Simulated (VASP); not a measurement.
# MgO in VASP: relaxation of the atoms with PBE

Aim: the relaxation of the atoms of MgO with PBE.

All numbers are computed with VASP 6.6.1; they aren't measurements. Logs are shortened: lines on timing, memory, paths and dates and some standing lists are left out, and cuts for length are marked.

## (1) The cell of the first run

The cell holds a slab with vacuum, 24 atoms: a = 6.016 Å, b = 6.016 Å, c = 22.140 Å, α = 90.00°, β = 90.00°, γ = 120.00°.

## (2) Relaxation of the atoms, PBE

INCAR

```
SYSTEM = MgO
  PREC = Accurate
  ENCUT = 520
  EDIFF = 1E-6
  ISMEAR = 0
  SIGMA = 0.05
  LREAL = Auto
  LASPH = .TRUE.
  NELM = 100
  ALGO = Normal
  ISIF = 2
  LWAVE = .FALSE.
  LCHARG = .FALSE.
  LDIPOL = .TRUE.
  IDIPOL = 3
  DIPOL = 0.5 0.5 0.500
  GGA = PE
  IBRION = 2
  NSW = 90
  EDIFFG = -0.03
```

KPOINTS

```
regular mesh
0
G
  3 3 1
  0 0 0
```

POSCAR

```
MgO
1.0
    6.0158464379      0.0000000000      0.0000000000
   -3.0079232190      5.2098758405      0.0000000000
    0.0000000000      0.0000000000     22.1398975599
O Mg
12 12
Selective dynamics
Direct
    0.1666666667      0.3333333333      0.3613386186  F F F
    0.1666666667      0.8333333333      0.3613386186  F F F
    0.6666666667      0.3333333333      0.3613386186  F F F
    0.6666666667      0.8333333333      0.3613386186  F F F
    0.5000000000      0.5000000000      0.4722677237  F F F
    0.5000000000      0.0000000000      0.4722677237  F F F
    0.0000000000      0.5000000000      0.4722677237  F F F
    0.0000000000      0.0000000000      0.4722677237  F F F
    0.8333333333      0.6666666667      0.5831968288  T T T
    0.8333333333      0.1666666667      0.5831968288  T T T
    0.3333333333      0.6666666667      0.5831968288  T T T
    0.3333333333      0.1666666667      0.5831968288  T T T
    0.3333333333      0.1666666667      0.4168031712  F F F
    0.3333333333      0.6666666667      0.4168031712  F F F
    0.8333333333      0.1666666667      0.4168031712  F F F
    0.8333333333      0.6666666667      0.4168031712  F F F
    0.6666666667      0.3333333333      0.5277322763  T T T
    0.6666666667      0.8333333333      0.5277322763  T T T
    0.1666666667      0.3333333333      0.5277322763  T T T
    0.1666666667      0.8333333333      0.5277322763  T T T
    0.0000000000      0.5000000000      0.6386613814  T T T
    0.0000000000      0.0000000000      0.6386613814  T T T
    0.5000000000      0.5000000000      0.6386613814  T T T
    0.5000000000      0.0000000000      0.6386613814  T T T
```

Potentials or basis: VASP PAW PBE potentials, release 64 (O, Mg).

Command:

```
cat potpaw_PBE.64/O/POTCAR potpaw_PBE.64/Mg/POTCAR > POTCAR
mpirun -np 1 vasp_std > vasp.out
```

OUTCAR:

```text
SYSTEM = MgO
   PREC = Accurate
   ENCUT = 520
   EDIFF = 1E-6
   ISMEAR = 0
   LREAL = Auto
   LASPH = .TRUE.
   NELM = 100
   ISIF = 2
   GGA = PE
   IBRION = 2
   NSW = 90
   EDIFFG = -0.03

 ion  position               nearest neighbor table
   1  0.167  0.333  0.361-  13 2.13  15 2.13  14 2.13
   2  0.167  0.833  0.361-  14 2.13  16 2.13  13 2.13
   3  0.667  0.333  0.361-  15 2.13  13 2.13  16 2.13
   4  0.667  0.833  0.361-  16 2.13  14 2.13  15 2.13
   5  0.500  0.500  0.472-  16 2.13  13 2.13  14 2.13  19 2.13  18 2.13  17 2.13
   6  0.500  0.000  0.472-  15 2.13  14 2.13  13 2.13  20 2.13  17 2.13  18 2.13
   7  0.000  0.500  0.472-  14 2.13  15 2.13  16 2.13  17 2.13  20 2.13  19 2.13
   8  0.000  0.000  0.472-  13 2.13  16 2.13  15 2.13  18 2.13  19 2.13  20 2.13
   9  0.833  0.667  0.583-  18 2.13  20 2.13  17 2.13  23 2.13  22 2.13  21 2.13
  10  0.833  0.167  0.583-  17 2.13  19 2.13  18 2.13  24 2.13  21 2.13  22 2.13
  11  0.333  0.667  0.583-  20 2.13  18 2.13  19 2.13  21 2.13  24 2.13  23 2.13
  12  0.333  0.167  0.583-  19 2.13  17 2.13  20 2.13  22 2.13  23 2.13  24 2.13
  13  0.333  0.167  0.417-   8 2.13   5 2.13   6 2.13   1 2.13   3 2.13   2 2.13  19 3.01  17 3.01
                            20 3.01  16 3.01  16 3.01  15 3.01  15 3.01  14 3.01  14 3.01
  14  0.333  0.667  0.417-   7 2.13   6 2.13   5 2.13   2 2.13   4 2.13   1 2.13  20 3.01  18 3.01
                            19 3.01  15 3.01  15 3.01  16 3.01  16 3.01  13 3.01  13 3.01
  15  0.833  0.167  0.417-   6 2.13   7 2.13   8 2.13   3 2.13   1 2.13   4 2.13  17 3.01  19 3.01
[... 26 lines left out ...]
 A1 = (   6.0158464379,   0.0000000000,   0.0000000000)
 A2 = (  -3.0079232190,   5.2098758405,   0.0000000000)
 A3 = (   0.0000000000,   0.0000000000,  22.1398975599)

Analysis of symmetry for initial positions (statically):
=====================================================================
 Subroutine PRICEL returns following result:

  LATTYP: Found a hexagonal cell.
 ALAT       =     3.0079232189
 C/A-ratio  =     7.3605261665
[... 12 lines left out ...]
 Subroutine GETGRP returns: Found  6 space group operations
 (whereof  6 operations were pure point group operations)
 out of a pool of 24 trial point group operations.

The static configuration has the point symmetry C_3v.

Analysis of symmetry for dynamics (positions and initial velocities):
=====================================================================
 Subroutine PRICEL returns following result:

  LATTYP: Found a hexagonal cell.
 ALAT       =     3.0079232189
 C/A-ratio  =     7.3605261665
[... 12 lines left out ...]
 Subroutine GETGRP returns: Found  6 space group operations
 (whereof  6 operations were pure point group operations)
 out of a pool of 24 trial point group operations.

[... 143 lines left out ...]
 non-spin polarized calculation
 Gauss-broadening in eV      SIGMA  =   0.05
  energy-cutoff  :      520.00
  volume of cell :      693.90
 maximum number of plane-waves:     18755
 NGX is ok and might be reduce to    48
   NGX = 23   NGY = 23   NGZ = 83

 dipolmoment           0.000000      0.000000      0.225754 electrons x Angstroem

--------------------------------------- Ionic step        1  -------------------------------------------

 number of electron      96.0000039 magnetization

 Free energy of the ion-electron system (eV)
  ---------------------------------------------------
  ext. energy  EPLUGINS =         0.00000000
  ---------------------------------------------------
  free energy    TOTEN  =      -120.86527190 eV

  energy without entropy =     -120.82100175  energy(sigma->0) =     -120.84313683

------------------------ aborting loop because EDIFF is reached ----------------------------------------

  FORCE on cell =-STRESS in cart. coord.  units (eV):
  Direction    XX          YY          ZZ          XY          YZ          ZX
  --------------------------------------------------------------------------------------
  -------------------------------------------------------------------------------------
  Total       -0.5381908     -0.5381908     -3.6083684      0.0000000      0.0000000     -0.0000000
  in kB       -1.2426451     -1.2426451     -8.3314717      0.0000000      0.0000000     -0.0000000
  external PRESSURE =      -3.6055873 kB  Pullay stress =       0.0000000 kB
[... 155 lines left out ...]
  FREE ENERGIE OF THE ION-ELECTRON SYSTEM (eV)
  ---------------------------------------------------
  free  energy   TOTEN  =      -121.2368524239 eV

  energy  without entropy=     -121.2014436945  energy(sigma->0) =     -121.21914806

[... ionic steps 4 to 8 ...]

--------------------------------------- Ionic step        9  -------------------------------------------

 number of electron      96.0000033 magnetization

------------------------ aborting loop because EDIFF is reached ----------------------------------------
[... 111 lines left out ...]
--------------------------------------- Ionic step       11  -------------------------------------------

 number of electron      96.0000033 magnetization

 dipolmoment           0.000000      0.000000     -0.953302 electrons x Angstroem

 Free energy of the ion-electron system (eV)
  ---------------------------------------------------
  ext. energy  EPLUGINS =         0.00000000
  ---------------------------------------------------
  free energy    TOTEN  =      -121.25718143 eV

  energy without entropy =     -121.22249041  energy(sigma->0) =     -121.23983592

 E-fermi :  -3.1029     XC(G=0):  -4.5704

 val. band max:       -3.1389758629   @ k =   0.3333   0.3333   0.0000
 cond. band min:      -3.0857964689   @ k =   0.3333   0.0000   0.0000
 fundamental gap:      0.0531793940
 Fermi energy:        -3.1029229258

 k-point     1 :       0.0000    0.0000    0.0000
  band No.  band energies     occupation
      1     -22.9032      2.00000
      2     -22.0701      2.00000
      3     -22.0701      2.00000
      4     -22.0701      2.00000
      5     -21.8226      2.00000
      6     -21.1229      2.00000
[... 178 lines left out ...]
     59       2.7068      0.00000
     60       2.7068      0.00000
 [bands above 60 left out]

------------------------ aborting loop because EDIFF is reached ----------------------------------------

 vacuum level on the upper side and lower side of the slab       (xc-potential included)        -2.701         2.672

  FORCE on cell =-STRESS in cart. coord.  units (eV):
  Direction    XX          YY          ZZ          XY          YZ          ZX
  --------------------------------------------------------------------------------------
  -------------------------------------------------------------------------------------
  Total        1.6106173      1.6106173     -0.9101367     -0.0000000     -0.0000000     -0.0000000
  in kB        3.7188033      3.7188033     -2.1014423     -0.0000000     -0.0000000     -0.0000000
  external PRESSURE =       1.7787214 kB  Pullay stress =       0.0000000 kB
[... 39 lines left out ...]
  FREE ENERGIE OF THE ION-ELECTRON SYSTEM (eV)
  ---------------------------------------------------
  free  energy   TOTEN  =      -121.2571814333 eV

  energy  without entropy=     -121.2224904077  energy(sigma->0) =     -121.23983592

 reached required accuracy - stopping structural energy minimisation

 vacuum level on the upper side and lower side of the slab         1.431         6.936
```

OSZICAR:

```text
N       E                     dE             d eps       ncg     rms          rms(c)
DAV:   1     0.876852225891E+03    0.87685E+03   -0.38670E+04   374   0.125E+03
DAV:   2     0.262239501358E+02   -0.85063E+03   -0.80116E+03   500   0.296E+02
DAV:   3    -0.148748996155E+03   -0.17497E+03   -0.17215E+03   436   0.141E+02
[... 174 lines left out ...]
DAV:   5    -0.121257179563E+03   -0.33421E-04   -0.34072E-05   426   0.167E-02    0.295E-02
DAV:   6    -0.121257189767E+03   -0.10203E-04   -0.17800E-05   363   0.129E-02    0.386E-02
DAV:   7    -0.121257179749E+03    0.10018E-04   -0.53698E-06   274   0.733E-03    0.269E-03
DAV:   8    -0.121257181753E+03   -0.20047E-05   -0.90606E-07   237   0.396E-03    0.767E-03
DAV:   9    -0.121257181433E+03    0.32005E-06   -0.49189E-07   279   0.223E-03
  11 F= -.12125718E+03 E0= -.12123984E+03  d E =-.111250E-02
```

CONTCAR:

```text
MgO
   1.00000000000000
     6.0158464378999996    0.0000000000000000    0.0000000000000000
    -3.0079232189999998    5.2098758404999996    0.0000000000000000
     0.0000000000000000    0.0000000000000000   22.1398975598999996
  O               Mg
    12    12
Selective dynamics
Direct
     0.1666666667000030    0.3333333332999970    0.3613386186000014   F   F   F
     0.1666666667000030    0.8333333332999970    0.3613386186000014   F   F   F
     0.6666666667000030    0.3333333332999970    0.3613386186000014   F   F   F
     0.6666666667000030    0.8333333332999970    0.3613386186000014   F   F   F
     0.5000000000000000    0.5000000000000000    0.4722677236999999   F   F   F
     0.5000000000000000    0.0000000000000000    0.4722677236999999   F   F   F
     0.0000000000000000    0.5000000000000000    0.4722677236999999   F   F   F
     0.0000000000000000    0.0000000000000000    0.4722677236999999   F   F   F
     0.8333333332999970    0.6666666667000030    0.5846067469120840   T   T   T
     0.8333333332999970    0.1666666667000030    0.5846067469120840   T   T   T
     0.3333333332999970    0.6666666667000030    0.5846067469120840   T   T   T
     0.3333333332999970    0.1666666667000030    0.5846067469120840   T   T   T
     0.3333333332999970    0.1666666667000030    0.4168031712000015   F   F   F
     0.3333333332999970    0.6666666667000030    0.4168031712000015   F   F   F
     0.8333333332999970    0.1666666667000030    0.4168031712000015   F   F   F
     0.8333333332999970    0.6666666667000030    0.4168031712000015   F   F   F
     0.6666666667000030    0.3333333332999970    0.5227436268627056   T   T   T
[... 30 lines left out ...]
  0.00000000E+00  0.00000000E+00  0.00000000E+00
  0.00000000E+00  0.00000000E+00  0.00000000E+00
```

It took 49 min on 1 thread of Intel Xeon Platinum 8488C (Sapphire Rapids), shared host; peak memory 0.86 GiB.

Results:

```
Free energy               : -121.2572 eV
Energy gained by relaxing : 16.3 meV/atom
Ionic steps               : 11
Band gap on the k mesh    : zero (bands 48 and 49 overlap by 0.47 eV)
```

Step by step:
```csv
step,energy change (eV),largest force on free atoms (eV/Å),pressure (GPa)
1,0.0000,1.3819,-0.36
2,-0.3397,0.3561,-0.27
3,-0.3716,0.2279,-0.16
4,-0.3715,0.2263,-0.16
5,-0.3793,0.0920,-0.06
6,-0.3802,0.1220,-0.02
7,-0.3838,0.0876,0.01
8,-0.3902,0.0669,0.11
9,-0.3908,0.0763,0.13
10,-0.3917,0.0348,0.21
11,-0.3919,0.0148,0.18
```

Final structure:
```cif
data_structure
_symmetry_space_group_name_H-M 'P 1'
_symmetry_Int_Tables_number 1
_cell_length_a 6.0158
_cell_length_b 6.0158
_cell_length_c 22.1399
_cell_angle_alpha 90.000
_cell_angle_beta 90.000
_cell_angle_gamma 120.000
_cell_volume 693.90
loop_
_atom_site_label
_atom_site_type_symbol
_atom_site_fract_x
_atom_site_fract_y
_atom_site_fract_z
_atom_site_occupancy
O1 O 0.16667 0.33333 0.36134 1
O2 O 0.16667 0.83333 0.36134 1
O3 O 0.66667 0.33333 0.36134 1
O4 O 0.66667 0.83333 0.36134 1
O5 O 0.50000 0.50000 0.47227 1
O6 O 0.50000 0.00000 0.47227 1
O7 O 0.00000 0.50000 0.47227 1
O8 O 0.00000 0.00000 0.47227 1
O9 O 0.83333 0.66667 0.58461 1
O10 O 0.83333 0.16667 0.58461 1
O11 O 0.33333 0.66667 0.58461 1
O12 O 0.33333 0.16667 0.58461 1
Mg1 Mg 0.33333 0.16667 0.41680 1
Mg2 Mg 0.33333 0.66667 0.41680 1
Mg3 Mg 0.83333 0.16667 0.41680 1
Mg4 Mg 0.83333 0.66667 0.41680 1
Mg5 Mg 0.66667 0.33333 0.52274 1
Mg6 Mg 0.66667 0.83333 0.52274 1
Mg7 Mg 0.16667 0.33333 0.52274 1
Mg8 Mg 0.16667 0.83333 0.52274 1
Mg9 Mg 0.00000 0.50000 0.63567 1
Mg10 Mg 0.00000 0.00000 0.63567 1
Mg11 Mg 0.50000 0.50000 0.63567 1
Mg12 Mg 0.50000 0.00000 0.63567 1
```

Caveat: the k points lie up to 0.40 Å⁻¹ apart.

The gap in the log of VASP goes by the Fermi energy; the results here count the filled bands.